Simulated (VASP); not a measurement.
TaAs, 4 atoms in the cell. Symmetry: I4_1md, No. 109, tetragonal system. Conventional cell: a = 3.428 Å, b = 3.428 Å, c = 11.580 Å, α = 90.00°, β = 90.00°, γ = 90.00°. Ta (site symmetry 2mm) has 6 As at 2.59 to 2.60 Å and 4 Ta at 3.36 Å within 3.4 Å. As (site symmetry 2mm) has 6 Ta at 2.59 to 2.60 Å and 4 As at 3.36 Å within 3.4 Å. 

```yaml
Program: VASP 6.6.1
Task: single point
Functional: PBEsol
Potentials_or_basis: VASP PAW PBE potentials, release 64 (Ta_pv, As)
Cutoff: 520 eV
k_mesh: 11 × 11 × 11
Occupations: fermi-dirac, width 0.05 eV
Spin: no spin polarisation
Dipole_correction: no
Further_INCAR_settings: ALGO = Normal; EDIFF = 1e-06; NBANDS = 24
```

Potentials or basis: VASP PAW PBE potentials, release 64 (Ta_pv, As).

The run is started by

```console
$ cat potpaw_PBE.64/Ta_pv/POTCAR potpaw_PBE.64/As/POTCAR > POTCAR
$ mpirun -np 1 vasp_std > vasp.out
```

Hardware: 1 thread of AMD EPYC 7R13, with other jobs on the host.

Question: Estimate the wall time of this run.

Answer: Wall time 15 min on 1 thread of AMD EPYC 7R13, on a shared host, peak memory 0.42 GiB. Counts: scf iterations 13, k points 126.
